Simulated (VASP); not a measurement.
# Ag (P6_3/mmc) in VASP: further runs

Runs on Ag. Level: PBEsol. Tasks: single point.

Program: VASP 6.6.1. These are calculated values, not measurements. Logs are shortened: lines on timing, memory, paths and dates and some standing lists are left out, and cuts for length are marked.

## (1) The cell of the first run

Symmetry: P6_3/mmc, No. 194, hexagonal system. Conventional cell: a = 2.920 Å, b = 2.920 Å, c = 11.019 Å, α = 90.00°, β = 90.00°, γ = 120.00°. Ag (site symmetry -6m2) has 12 Ag at 2.92 to 3.23 Å within 3.8 Å. Within 3.8 Å of Ag (site symmetry -3m) lie 12 Ag at 2.92 to 3.23 Å.

This isn't the form of Ag at room conditions, which is fcc.

## (2) Single point, PBEsol (strained)

Input file INCAR:

```
SYSTEM = Ag
ALGO = Fast
EDIFF = 1E-6
ENCUT = 520
GGA = PS
ISIF = 2
ISMEAR = 0
LASPH = .True.
LCHARG = .False.
LREAL = .False.
LWAVE = .False.
NBANDS = 30
NELM = 100
PREC = Accurate
SIGMA = 0.1
```

Input file KPOINTS:

```
k-points
0
Gamma
  18 18 4
  0 0 0
```

Input file POSCAR:

```
Ag
1.0
    2.9204292277      0.0000000000      0.0000000000
   -1.4602146138      2.5291659012      0.0000000000
    0.0000000000      0.0000000000     11.0186000000
Ag
4
Direct
    0.3333333333      0.6666666667      0.2500000000
    0.6666666667      0.3333333333      0.7500000000
    0.0000000000      0.0000000000      0.0000000000
    0.0000000000      0.0000000000      0.5000000000
```

Potentials or basis: VASP PAW PBE potentials, release 64 (Ag).

Run with:

```console
cat potpaw_PBE.64/Ag/POTCAR > POTCAR
mpirun -np 1 vasp_std > vasp.out
```

OUTCAR:

```text
SYSTEM = Ag
   EDIFF = 1E-6
   ENCUT = 520
   GGA = PS
   ISIF = 2
   ISMEAR = 0
   LASPH = .True.
   LREAL = .False.
   NELM = 100
   PREC = Accurate

 ion  position               nearest neighbor table
   1  0.333  0.667  0.250-   3 3.23   4 3.23   3 3.23   4 3.23   3 3.23   4 3.23
   2  0.667  0.333  0.750-   3 3.23   4 3.23   3 3.23   4 3.23   3 3.23   4 3.23
   3  0.000  0.000  0.000-   1 3.23   2 3.23   2 3.23   1 3.23   2 3.23   1 3.23
   4  0.000  0.000  0.500-   1 3.23   2 3.23   2 3.23   1 3.23   2 3.23   1 3.23

  LATTYP: Found a hexagonal cell.
 ALAT       =     2.9204292277
 C/A-ratio  =     3.7729385446

  Lattice vectors:

 A1 = (   2.9204292277,   0.0000000000,   0.0000000000)
 A2 = (  -1.4602146138,   2.5291659012,   0.0000000000)
 A3 = (   0.0000000000,   0.0000000000,  11.0186000000)

Analysis of symmetry for initial positions (statically):
=====================================================================
 Subroutine PRICEL returns:
 Original cell was already a primitive cell.

 Routine SETGRP: Setting up the symmetry group for a
 hexagonal supercell.

 Subroutine GETGRP returns: Found 24 space group operations
 (whereof 12 operations were pure point group operations)
 out of a pool of 24 trial point group operations.

The static configuration has the point symmetry D_3d.
 The point group associated with its full space group is D_6h.

Analysis of symmetry for dynamics (positions and initial velocities):
=====================================================================
 Subroutine PRICEL returns:
 Original cell was already a primitive cell.

 Routine SETGRP: Setting up the symmetry group for a
 hexagonal supercell.

 Subroutine GETGRP returns: Found 24 space group operations
 (whereof 12 operations were pure point group operations)
 out of a pool of 24 trial point group operations.

The dynamic configuration has the point symmetry D_3d.
 The point group associated with its full space group is D_6h.

 Subroutine INISYM returns: Found 24 space group operations
 (whereof 12 operations are pure point group operations),
 and found     1 'primitive' translations

----------------------------------------------------------------------------------------

                                     Primitive cell

  volume of cell :      81.3861

  direct lattice vectors                    reciprocal lattice vectors
     2.920429228  0.000000000  0.000000000     0.342415420  0.197693635  0.000000000
    -1.460214614  2.529165901  0.000000000     0.000000000  0.395387270  0.000000000
[... 92 lines left out ...]
   NSW    =      0    number of steps for IOM
   IBRION =     -1    ionic relax: 0-MD 1-quasi-New 2-CG
   NFREE  =      0    steps in history (QN), initial steepest desc. (CG)
   ISIF   =      2    stress and relaxation
   ISYM   =      2    0-nonsym 1-usesym 2-fastsym
   POTIM  = 0.5000    time-step for ionic-motion
   TEBEG  =    0.0;   TEEND  =   0.0 temperature during run
   PSTRESS=    0.0 pullay stress
   NELECT =      44.0000    total number of electrons
   NUPDOWN=      -1.0000    fix difference up-down
   EMIN   =  10.00;   EMAX   =-10.00  energy-range for DOS
   EFERMI =   0.00;   METHOD = LEGACY
   ISMEAR =     0;   SIGMA  =   0.10  broadening in eV -4-tet -1-fermi 0-gaus
   EFERMI_NEDOS =   21; number of points for ismear=-14 and -15
   IALGO  =     68    algorithm
   IMIX   =      4    mixing-type and parameters
     AMIX     =   0.40;   BMIX     =  1.00
     AMIX_MAG =   1.60;   BMIX_MAG =  1.00
  volume/ion in A,a.u.               =      20.35       137.31
  Fermi-wavevector in a.u.,A,eV,Ry     =   1.333651  2.520235 24.199668  1.778625
  Thomas-Fermi vector in A             =   2.462493
   LORBIT       =      0    0 simple, 1 ext, 2 COOP (PROOUT), +10 PAW based schemes
   GGA     = PS    functional components
   LHFCALC =     F    Hartree Fock is set to
   AEXX    =    0.0000 exact exchange contribution
   IVDW    =     0    specifies the selected vdW correction
   LEPSILON=     F    determine dielectric tensor
   LRPA    =     F    only Hartree local field effects (RPA)
 non-spin polarized calculation
 RMM-DIIS sequential band-by-band and
 Gauss-broadening in eV      SIGMA  =   0.10
  energy-cutoff  :      520.00
  volume of cell :       81.39
 maximum number of plane-waves:      2260
 NGX is ok and might be reduce to    24
   NGX = 11   NGY = 11   NGZ = 41

 number of electron      44.0000023 magnetization

 Free energy of the ion-electron system (eV)
  ---------------------------------------------------
  ext. energy  EPLUGINS =         0.00000000
  ---------------------------------------------------
  free energy    TOTEN  =       -12.32748124 eV

  energy without entropy =      -12.31818180  energy(sigma->0) =      -12.32283152

 E-fermi :   6.0375     XC(G=0): -11.3721

 val. band max:        6.0122676358   @ k =   0.1111   0.1111   0.2500
 cond. band min:       6.0379814978   @ k =   0.2222   0.1111   0.5000
 fundamental gap:      0.0257138621
 Fermi energy:         6.0375160363

 k-point     1 :       0.0000    0.0000    0.0000
  band No.  band energies     occupation
      1      -0.6340      2.00000
      2       0.1996      2.00000
      3       0.1998      2.00000
      4       0.3660      2.00000
      5       1.3724      2.00000
      6       1.7798      2.00000
[... 781 lines left out ...]
     29      14.0989      0.00000
     30      14.9414      0.00000

 [... further k-points ...]

------------------------ aborting loop because EDIFF is reached ----------------------------------------

  FORCE on cell =-STRESS in cart. coord.  units (eV):
  Direction    XX          YY          ZZ          XY          YZ          ZX
  --------------------------------------------------------------------------------------
  -------------------------------------------------------------------------------------
  Total       -5.0644964     -5.0644964     -7.7092125     -0.0000000     -0.0000000      0.0000000
  in kB      -99.7002919    -99.7002919   -151.7644930     -0.0000000     -0.0000000      0.0000000
  external PRESSURE =    -117.0550256 kB  Pullay stress =       0.0000000 kB

 VOLUME and BASIS-vectors are now :
 -----------------------------------------------------------------------------
  energy-cutoff  :      520.00
  volume of cell :       81.39
      direct lattice vectors                 reciprocal lattice vectors
     2.920429228  0.000000000  0.000000000     0.342415420  0.197693635  0.000000000
    -1.460214614  2.529165901  0.000000000     0.000000000  0.395387270  0.000000000
     0.000000000  0.000000000 11.018600000     0.000000000  0.000000000  0.090755631

 POSITION                                       TOTAL-FORCE (eV/Angst)
 -----------------------------------------------------------------------------------
     -0.00000      1.68611      2.75465         0.000000     -0.000000     -0.000000
      1.46021      0.84306      8.26395        -0.000000      0.000000      0.000000
      0.00000      0.00000      0.00000         0.000000      0.000000     -0.000000
      0.00000      0.00000      5.50930         0.000000      0.000000     -0.000000
 -----------------------------------------------------------------------------------
    total drift:                               -0.000000      0.000000      0.000000

  FREE ENERGIE OF THE ION-ELECTRON SYSTEM (eV)
  ---------------------------------------------------
  free  energy   TOTEN  =       -12.3274812409 eV

  energy  without entropy=      -12.3181817962  energy(sigma->0) =      -12.32283152
```

stdout:

```text
POSCAR found type information on POSCAR Ag
 POSCAR found :  1 types and       4 ions
 scaLAPACK will be used
 -----------------------------------------------------------------------------
|                                                                             |
|                                                                             |
|     You enforced a specific xc type in the INCAR file but a different       |
|     I HOPE YOU KNOW WHAT YOU ARE DOING!                                     |
|                                                                             |
 -----------------------------------------------------------------------------

 LDA part: xc-table for (Slater+PW92), standard interpolation
 POSCAR, INCAR and KPOINTS ok, starting setup
 FFT: planning ... GRIDC
 FFT: planning ... GRID_SOFT
 FFT: planning ... GRID
 WAVECAR not read
 entering main loop
```

It took 2.7 min on 1 thread of Intel Xeon Platinum 8488C (Sapphire Rapids), shared host; peak memory 0.34 GiB.

Results:

```
Free energy            : -12.3275 eV
Pressure               : -11.7 GPa
Band gap on the k mesh : zero (bands 22 and 23 overlap by 6.78 eV)
```

Levels at points of the mesh, in eV from the Fermi level:
```
           k point  band 19  band 20  band 21  band 22  band 23  band 24  band 25  band 26
(0.00, 0.00, 0.00)    -3.20    -3.16    -3.16    -2.98    -2.98    -0.76     1.07     7.16
(0.50, 0.00, 0.00)    -2.61    -2.59     0.40     1.07     1.22     1.71     3.84     3.89
(0.00, 0.00, 0.50)    -3.04    -3.04    -3.04    -3.04    -2.55    -2.55     3.52     3.52
(0.50, 0.00, 0.50)    -2.60    -2.60     0.66     0.66     1.57     1.57     4.12     4.12
```

Caveat: the cell differs from its parent crystal (strained); the cell stands under tension; the PAW data sets were made with another functional, which shifts forces and pressure a little.

## (3) Single point, PBEsol

This run uses another cell than the first one, of 16.66 Å³/atom.

Input file INCAR:

```
ALGO = Normal ; EDIFF = 1E-7
ENCUT = 520 ; GGA = PS
ISIF = 2 ; ISMEAR = 0
LASPH = True ; LCHARG = False
LREAL = False ; LWAVE = False
NBANDS = 30 ; NELM = 80
PREC = Accurate ; SIGMA = 0.15
```

Input file KPOINTS:

```
k-points
0
Gamma
  12 12 4
```

Input file POSCAR:

```
Ag
1.0
    2.8709531720      0.0000000000      0.0000000000
   -1.4354765860      2.4863183800      0.0000000000
    0.0000000000      0.0000000000      9.3380588798
Ag
4
Direct
    0.3333333333      0.6666666667      0.2500000000
    0.6666666667      0.3333333333      0.7500000000
    0.0000000000      0.0000000000      0.0000000000
    0.0000000000      0.0000000000      0.5000000000
```

Potentials or basis: VASP PAW PBE potentials, release 64 (Ag).

Run with:

```console
cat potpaw_PBE.64/Ag/POTCAR > POTCAR
mpirun -np 1 vasp_std > vasp.out
```

OUTCAR:

```text
EDIFF = 1E-7
   ENCUT = 520
   GGA = PS
   ISIF = 2
   ISMEAR = 0
   LASPH = True
   LREAL = False
   NELM = 80
   PREC = Accurate

 ion  position               nearest neighbor table
   1  0.333  0.667  0.250-   3 2.86   4 2.86   3 2.86   4 2.86   3 2.86   4 2.86
   2  0.667  0.333  0.750-   3 2.86   4 2.86   3 2.86   4 2.86   3 2.86   4 2.86
   3  0.000  0.000  0.000-   1 2.86   2 2.86   1 2.86   2 2.86   2 2.86   1 2.86
   4  0.000  0.000  0.500-   1 2.86   2 2.86   1 2.86   2 2.86   2 2.86   1 2.86

  LATTYP: Found a hexagonal cell.
 ALAT       =     2.8709531720
 C/A-ratio  =     3.2525988131

  Lattice vectors:

 A1 = (   2.8709531720,   0.0000000000,   0.0000000000)
 A2 = (  -1.4354765860,   2.4863183800,   0.0000000000)
 A3 = (   0.0000000000,   0.0000000000,   9.3380588798)

Analysis of symmetry for initial positions (statically):
=====================================================================
 Subroutine PRICEL returns:
 Original cell was already a primitive cell.

 Routine SETGRP: Setting up the symmetry group for a
 hexagonal supercell.

 Subroutine GETGRP returns: Found 24 space group operations
 (whereof 12 operations were pure point group operations)
 out of a pool of 24 trial point group operations.

The static configuration has the point symmetry D_3d.
 The point group associated with its full space group is D_6h.

Analysis of symmetry for dynamics (positions and initial velocities):
=====================================================================
 Subroutine PRICEL returns:
 Original cell was already a primitive cell.

 Routine SETGRP: Setting up the symmetry group for a
 hexagonal supercell.

 Subroutine GETGRP returns: Found 24 space group operations
 (whereof 12 operations were pure point group operations)
 out of a pool of 24 trial point group operations.

The dynamic configuration has the point symmetry D_3d.
 The point group associated with its full space group is D_6h.

 Subroutine INISYM returns: Found 24 space group operations
 (whereof 12 operations are pure point group operations),
 and found     1 'primitive' translations

----------------------------------------------------------------------------------------

                                     Primitive cell

  volume of cell :      66.6560

  direct lattice vectors                    reciprocal lattice vectors
     2.870953172  0.000000000  0.000000000     0.348316374  0.201100553  0.000000000
    -1.435476586  2.486318380  0.000000000     0.000000000  0.402201105  0.000000000
     0.000000000  0.000000000  9.338058880     0.000000000  0.000000000  0.107088637

  length of vectors
     2.870953172  2.870953172  9.338058880     0.402201105  0.402201105  0.107088637

  position of ions in fractional coordinates (direct lattice)
     0.333333333  0.666666667  0.250000000
     0.666666667  0.333333333  0.750000000
     0.000000000  0.000000000  0.000000000
     0.000000000  0.000000000  0.500000000

  ion indices of the primitive-cell ions
   primitive index   ion index
                 1           1
                 2           2
                 3           3
                 4           4
[... 21 lines left out ...]

 Subroutine IBZKPT returns following result:
 ===========================================

 Found     57 irreducible k-points:

 Following reciprocal coordinates:
            Coordinates               Weight
  0.000000  0.000000  0.000000      1.000000
  0.083333  0.000000  0.000000      6.000000
  0.166667  0.000000  0.000000      6.000000
  0.250000  0.000000  0.000000      6.000000
  0.333333  0.000000  0.000000      6.000000
  0.416667  0.000000  0.000000      6.000000
[... 16 lines left out ...]
  0.250000  0.000000  0.250000     12.000000
  0.333333  0.000000  0.250000     12.000000
 [... further k-points ...]
   k-points           NKPTS =     57   k-points in BZ     NKDIM =     57   number of bands    NBANDS=     30
   number of dos      NEDOS =    301   number of ions     NIONS =      4
   total plane-waves  NPLWV =  40320
   dimension x,y,z NGX =    24 NGY =   24 NGZ =   70
   dimension x,y,z NGXF=    48 NGYF=   48 NGZF=  140
   ions per type =               4
   NGX,Y,Z   is equivalent  to a cutoff of  13.90, 13.90, 12.46 a.u.
   NGXF,Y,Z  is equivalent  to a cutoff of  27.79, 27.79, 24.92 a.u.
 SYSTEM =  unknown system
   PREC   = accura    normal or accurate (medium, high low for compatibility)
   ISTART =      0    job   : 0-new  1-cont  2-samecut
   ICHARG =      2    charge: 1-file 2-atom 10-const
   ISPIN  =      1    spin polarized calculation?
   LNONCOLLINEAR =      F non collinear calculations
   LSORBIT =      F    spin-orbit coupling
   LASPH  =      T    aspherical Exc in radial PAW
   ENCUT  =  520.0 eV  38.22 Ry    6.18 a.u.   5.34  5.34 17.36*2*pi/ulx,y,z
   NELM   =     80;   NELMIN=  2; NELMDL= -5     # of ELM steps
   EDIFF  = 0.1E-06   stopping-criterion for ELM
   LREAL  =      F    real-space projection
   EDIFFG = 0.1E-05   stopping-criterion for IOM
   NSW    =      0    number of steps for IOM
   IBRION =     -1    ionic relax: 0-MD 1-quasi-New 2-CG
   NFREE  =      0    steps in history (QN), initial steepest desc. (CG)
   ISIF   =      2    stress and relaxation
   ISYM   =      2    0-nonsym 1-usesym 2-fastsym
   POTIM  = 0.5000    time-step for ionic-motion
   TEBEG  =    0.0;   TEEND  =   0.0 temperature during run
   PSTRESS=    0.0 pullay stress
   NELECT =      44.0000    total number of electrons
   NUPDOWN=      -1.0000    fix difference up-down
   EMIN   =  10.00;   EMAX   =-10.00  energy-range for DOS
   EFERMI =   0.00;   METHOD = LEGACY
   ISMEAR =     0;   SIGMA  =   0.15  broadening in eV -4-tet -1-fermi 0-gaus
   EFERMI_NEDOS =   21; number of points for ismear=-14 and -15
   IALGO  =     38    algorithm
   IMIX   =      4    mixing-type and parameters
     AMIX     =   0.40;   BMIX     =  1.00
     AMIX_MAG =   1.60;   BMIX_MAG =  1.00
  volume/ion in A,a.u.               =      16.66       112.45
  Fermi-wavevector in a.u.,A,eV,Ry     =   1.425430  2.693672 27.645008  2.031851
  Thomas-Fermi vector in A             =   2.545815
   LORBIT       =      0    0 simple, 1 ext, 2 COOP (PROOUT), +10 PAW based schemes
   GGA     = PS    functional components
   LHFCALC =     F    Hartree Fock is set to
   AEXX    =    0.0000 exact exchange contribution
   IVDW    =     0    specifies the selected vdW correction
   LEPSILON=     F    determine dielectric tensor
   LRPA    =     F    only Hartree local field effects (RPA)
 non-spin polarized calculation
 Gauss-broadening in eV      SIGMA  =   0.15
  energy-cutoff  :      520.00
  volume of cell :       66.66
 maximum number of plane-waves:      1817
 NGX is ok and might be reduce to    24
   NGX = 11   NGY = 11   NGZ = 35

 number of electron      43.9999983 magnetization

 Free energy of the ion-electron system (eV)
  ---------------------------------------------------
  ext. energy  EPLUGINS =         0.00000000
  ---------------------------------------------------
  free energy    TOTEN  =       -13.22590776 eV

  energy without entropy =      -13.21448187  energy(sigma->0) =      -13.22019481

 E-fermi :   8.4573     XC(G=0): -12.5485

 val. band max:        8.4176181526   @ k =   0.5000   0.0000   0.2500
 cond. band min:       8.4628121880   @ k =   0.4167   0.0833   0.5000
 fundamental gap:      0.0451940355
 Fermi energy:         8.4572970279

 k-point     1 :       0.0000    0.0000    0.0000
  band No.  band energies     occupation
      1       0.5523      2.00000
      2       1.9930      2.00000
      3       2.0009      2.00000
      4       2.0194      2.00000
      5       3.6853      2.00000
      6       3.6853      2.00000
[... 781 lines left out ...]
     29      19.6510      0.00000
     30      20.5151      0.00000

 [... further k-points ...]

------------------------ aborting loop because EDIFF is reached ----------------------------------------

  FORCE on cell =-STRESS in cart. coord.  units (eV):
  Direction    XX          YY          ZZ          XY          YZ          ZX
  --------------------------------------------------------------------------------------
  -------------------------------------------------------------------------------------
  Total        0.0173423      0.0173423     -0.1024543      0.0000000      0.0000000     -0.0000000
  in kB        0.4168485      0.4168485     -2.4626428      0.0000000      0.0000000     -0.0000000
  external PRESSURE =      -0.5429819 kB  Pullay stress =       0.0000000 kB

 VOLUME and BASIS-vectors are now :
 -----------------------------------------------------------------------------
  energy-cutoff  :      520.00
  volume of cell :       66.66
      direct lattice vectors                 reciprocal lattice vectors
     2.870953172  0.000000000  0.000000000     0.348316374  0.201100553  0.000000000
    -1.435476586  2.486318380  0.000000000     0.000000000  0.402201105  0.000000000
     0.000000000  0.000000000  9.338058880     0.000000000  0.000000000  0.107088637

 POSITION                                       TOTAL-FORCE (eV/Angst)
 -----------------------------------------------------------------------------------
     -0.00000      1.65755      2.33451         0.000000      0.000000      0.000000
      1.43548      0.82877      7.00354        -0.000000     -0.000000      0.000000
      0.00000      0.00000      0.00000         0.000000      0.000000     -0.000000
      0.00000      0.00000      4.66903         0.000000      0.000000     -0.000000
 -----------------------------------------------------------------------------------
    total drift:                               -0.000000      0.000000      0.000000

  FREE ENERGIE OF THE ION-ELECTRON SYSTEM (eV)
  ---------------------------------------------------
  free  energy   TOTEN  =       -13.2259077580 eV

  energy  without entropy=      -13.2144818709  energy(sigma->0) =      -13.22019481
```

It took 82 s on 1 thread of Intel Xeon Platinum 8259CL at 2.50GHz (Skylake/Cascade Lake), shared host; peak memory 0.23 GiB.

What came out:

- Free energy: -13.2259 eV
- Pressure: -0.1 GPa
- Band gap on the k mesh: zero (bands 22 and 23 overlap by 6.52 eV)

Caveat: the PAW data sets were made with another functional, which shifts forces and pressure a little.
